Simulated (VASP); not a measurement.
# PbS (R3m) in VASP: single point with LDA

Aim: the single point of PbS with LDA.

Program: VASP 6.6.1. These are calculated values, not measurements. Logs are shortened: lines on timing, memory, paths and dates and some standing lists are left out, and cuts for length are marked.

### 1 The cell of the first run

It takes space group R3m (No. 160, trigonal). Conventional cell: a = 4.225 Å, b = 4.225 Å, c = 10.356 Å, α = 90.00°, β = 90.00°, γ = 120.00°. Pb (site symmetry 3m) has 6 S at 2.96 to 3.02 Å within 3.9 Å. Within 3.9 Å of S (site symmetry 3m) lie 6 Pb at 2.96 to 3.02 Å.

### 2 Single point, LDA

Input file INCAR:

```
PREC = Accurate
ENCUT = 500
EDIFF = 1E-6
ISMEAR = 0
SIGMA = 0.01
LREAL = F
LASPH = T
NELM = 120
ALGO = Normal
ISIF = 2
LWAVE = F
LCHARG = T
LELF = T
LVHAR = T
NBANDS = 17
GGA_COMPAT = F
```

Input file KPOINTS:

```
Automatic mesh
0
Gamma
  5 5 5
```

Input file POSCAR:

```
PbS
1.0
    2.1126620000      1.2197460000      3.4519160000
   -2.1126620000      1.2197460000      3.4519160000
    0.0000000000     -2.4394920000      3.4519160000
Pb S
1 1
Direct
    0.9805660000      0.9805660000      0.9805660000
    0.4750360000      0.4750360000      0.4750360000
```

Potentials or basis: VASP PAW LDA potentials, release 64 (Pb_d, S).

Launch:

```
$ cat potpaw_LDA.64/Pb_d/POTCAR potpaw_LDA.64/S/POTCAR > POTCAR
$ mpirun -np 1 vasp_std > vasp.out
```

OUTCAR:

```text
PREC = Accurate
   ENCUT = 500
   EDIFF = 1E-6
   ISMEAR = 0
   LREAL = F
   LASPH = T
   NELM = 120
   ISIF = 2

 ion  position               nearest neighbor table
   1  0.981  0.981  0.981-   2 2.96   2 2.96   2 2.96   2 3.02   2 3.02   2 3.02
   2  0.475  0.475  0.475-   1 2.96   1 2.96   1 2.96   1 3.02   1 3.02   1 3.02

  LATTYP: Found a trigonal (rhomboedric) cell.
 ALAT       =     4.2269191028
 COS(alpha) =     0.5003772834

  Lattice vectors:

 A1 = (   2.1126620000,   1.2197460000,   3.4519160000)
 A2 = (  -2.1126620000,   1.2197460000,   3.4519160000)
 A3 = (   0.0000000000,  -2.4394920000,   3.4519160000)

Analysis of symmetry for initial positions (statically):
=====================================================================
 Subroutine PRICEL returns:
 Original cell was already a primitive cell.

 Routine SETGRP: Setting up the symmetry group for a
 trigonal (rhombohedral) supercell.

 Subroutine GETGRP returns: Found  6 space group operations
 (whereof  6 operations were pure point group operations)
 out of a pool of 12 trial point group operations.

The static configuration has the point symmetry C_3v.

Analysis of symmetry for dynamics (positions and initial velocities):
=====================================================================
 Subroutine PRICEL returns:
 Original cell was already a primitive cell.

 Routine SETGRP: Setting up the symmetry group for a
 trigonal (rhombohedral) supercell.

 Subroutine GETGRP returns: Found  6 space group operations
 (whereof  6 operations were pure point group operations)
 out of a pool of 12 trial point group operations.

The dynamic configuration has the point symmetry C_3v.

 Subroutine INISYM returns: Found  6 space group operations
 (whereof  6 operations are pure point group operations),
 and found     1 'primitive' translations

----------------------------------------------------------------------------------------

                                     Primitive cell

  volume of cell :      53.3717

  direct lattice vectors                    reciprocal lattice vectors
     2.112662000  1.219746000  3.451916000     0.236668241  0.136640470  0.096564729
    -2.112662000  1.219746000  3.451916000    -0.236668241  0.136640470  0.096564729
     0.000000000 -2.439492000  3.451916000     0.000000000 -0.273280940  0.096564729

  length of vectors
     4.226919103  4.226919103  4.226919125     0.289839993  0.289839993  0.289839989

[... 73 lines left out ...]
   NELM   =    120;   NELMIN=  2; NELMDL= -5     # of ELM steps
   EDIFF  = 0.1E-05   stopping-criterion for ELM
   LREAL  =      F    real-space projection
   EDIFFG = 0.1E-04   stopping-criterion for IOM
   NSW    =      0    number of steps for IOM
   IBRION =     -1    ionic relax: 0-MD 1-quasi-New 2-CG
   NFREE  =      0    steps in history (QN), initial steepest desc. (CG)
   ISIF   =      2    stress and relaxation
   ISYM   =      2    0-nonsym 1-usesym 2-fastsym
   POTIM  = 0.5000    time-step for ionic-motion
   TEBEG  =    0.0;   TEEND  =   0.0 temperature during run
   PSTRESS=    0.0 pullay stress
   NELECT =      20.0000    total number of electrons
   NUPDOWN=      -1.0000    fix difference up-down
   EMIN   =  10.00;   EMAX   =-10.00  energy-range for DOS
   EFERMI =   0.00;   METHOD = LEGACY
   ISMEAR =     0;   SIGMA  =   0.01  broadening in eV -4-tet -1-fermi 0-gaus
   EFERMI_NEDOS =   21; number of points for ismear=-14 and -15
   IALGO  =     38    algorithm
   IMIX   =      4    mixing-type and parameters
     AMIX     =   0.40;   BMIX     =  1.00
     AMIX_MAG =   1.60;   BMIX_MAG =  1.00
  volume/ion in A,a.u.               =      26.69       180.08
  Fermi-wavevector in a.u.,A,eV,Ry     =   1.180270  2.230386 18.953408  1.393036
  Thomas-Fermi vector in A             =   2.316565
   LORBIT       =      0    0 simple, 1 ext, 2 COOP (PROOUT), +10 PAW based schemes
   GGA     = CA    functional components
   LHFCALC =     F    Hartree Fock is set to
   AEXX    =    0.0000 exact exchange contribution
   IVDW    =     0    specifies the selected vdW correction
   LEPSILON=     F    determine dielectric tensor
   LRPA    =     F    only Hartree local field effects (RPA)
 non-spin polarized calculation
 Gauss-broadening in eV      SIGMA  =   0.01
  energy-cutoff  :      500.00
  volume of cell :       53.37
 maximum number of plane-waves:      1369
   NGX = 15   NGY = 15   NGZ = 15

 number of electron      20.0000002 magnetization

 Free energy of the ion-electron system (eV)
  ---------------------------------------------------
  ext. energy  EPLUGINS =         0.00000000
  ---------------------------------------------------
  free energy    TOTEN  =        -9.97305042 eV

  energy without entropy =       -9.97305042  energy(sigma->0) =       -9.97305042

 E-fermi :   4.9958     XC(G=0):  -9.9277

 val. band max:        4.8627775618   @ k =   0.4000   0.0000   0.0000
 cond. band min:       6.1062914051   @ k =   0.4000   0.0000   0.0000
 fundamental gap:      1.2435138434
 Fermi energy:         4.9958140262

 k-point     1 :       0.0000    0.0000    0.0000
  band No.  band energies     occupation
      1     -11.4449      2.00000
      2     -11.4445      2.00000
      3     -11.4445      2.00000
      4     -11.4356      2.00000
      5     -11.4356      2.00000
      6      -8.0817      2.00000
[... 357 lines left out ...]
      4     -11.4137      2.00000
      5     -11.4019      2.00000
      6      -6.6879      2.00000
[... 9 lines left out ...]
     16      14.7060      0.00000
     17      16.9013      0.00000

------------------------ aborting loop because EDIFF is reached ----------------------------------------

  FORCE on cell =-STRESS in cart. coord.  units (eV):
  Direction    XX          YY          ZZ          XY          YZ          ZX
  --------------------------------------------------------------------------------------
  -------------------------------------------------------------------------------------
  Total       -1.2900004     -1.2900005     -1.2838206      0.0000000     -0.0000000      0.0000000
  in kB      -38.7248321    -38.7248337    -38.5393192      0.0000000     -0.0000000      0.0000000
  external PRESSURE =     -38.6629950 kB  Pullay stress =       0.0000000 kB

 VOLUME and BASIS-vectors are now :
 -----------------------------------------------------------------------------
  energy-cutoff  :      500.00
  volume of cell :       53.37
      direct lattice vectors                 reciprocal lattice vectors
     2.112662000  1.219746000  3.451916000     0.236668241  0.136640470  0.096564729
    -2.112662000  1.219746000  3.451916000    -0.236668241  0.136640470  0.096564729
     0.000000000 -2.439492000  3.451916000     0.000000000 -0.273280940  0.096564729

 POSITION                                       TOTAL-FORCE (eV/Angst)
 -----------------------------------------------------------------------------------
      0.00000      0.00000     10.15449         0.000000      0.000000      0.005950
      0.00000      0.00000      4.91935         0.000000      0.000000     -0.005950
 -----------------------------------------------------------------------------------
    total drift:                               -0.000000     -0.000000     -0.000543

  FREE ENERGIE OF THE ION-ELECTRON SYSTEM (eV)
  ---------------------------------------------------
  free  energy   TOTEN  =        -9.9730504175 eV

  energy  without entropy=       -9.9730504175  energy(sigma->0) =       -9.97305042
```

OSZICAR:

```text
N       E                     dE             d eps       ncg     rms          rms(c)
DAV:   1     0.149421733020E+03    0.14942E+03   -0.90845E+03   654   0.119E+03
DAV:   2     0.366386957674E+00   -0.14906E+03   -0.14331E+03   737   0.306E+02
DAV:   3    -0.101975051629E+02   -0.10564E+02   -0.10511E+02   828   0.854E+01
DAV:   4    -0.104299454020E+02   -0.23244E+00   -0.23228E+00   842   0.145E+01
DAV:   5    -0.104390937780E+02   -0.91484E-02   -0.91477E-02   921   0.271E+00    0.438E+00
DAV:   6    -0.998410650207E+01    0.45499E+00   -0.13884E+00  1012   0.778E+00    0.310E+00
DAV:   7    -0.997737837753E+01    0.67281E-02   -0.10331E-01   758   0.160E+00    0.175E+00
DAV:   8    -0.997343603341E+01    0.39423E-02   -0.12432E-02   768   0.102E+00    0.248E-01
DAV:   9    -0.997302620494E+01    0.40983E-03   -0.24851E-03   945   0.357E-01    0.782E-02
DAV:  10    -0.997305351781E+01   -0.27313E-04   -0.14671E-04   758   0.687E-02    0.500E-02
DAV:  11    -0.997305055913E+01    0.29587E-05   -0.11253E-05   887   0.320E-02    0.700E-03
DAV:  12    -0.997305041754E+01    0.14159E-06   -0.62764E-07   507   0.105E-02
   1 F= -.99730504E+01 E0= -.99730504E+01  d E =-.369986E-80
```

Run time: 8.7 s. Hardware: 1 thread of AMD EPYC 9R45 (Zen 5), shared host; peak memory 0.13 GiB.

Results:

```
Free energy   : -9.9731 eV
Pressure      : -3.9 GPa
Largest force : 0.006 eV/Å
```

Forces in eV/Å, atoms in the order of the input:
```
Pb   0.000  0.000  0.006
S    0.000  0.000 -0.006
```

Caveat: this odd mesh misses L, where the gap lies, so gap, dielectric constants and Born charges aren't listed; spin-orbit coupling is left out, which moves the levels of the heavy elements.
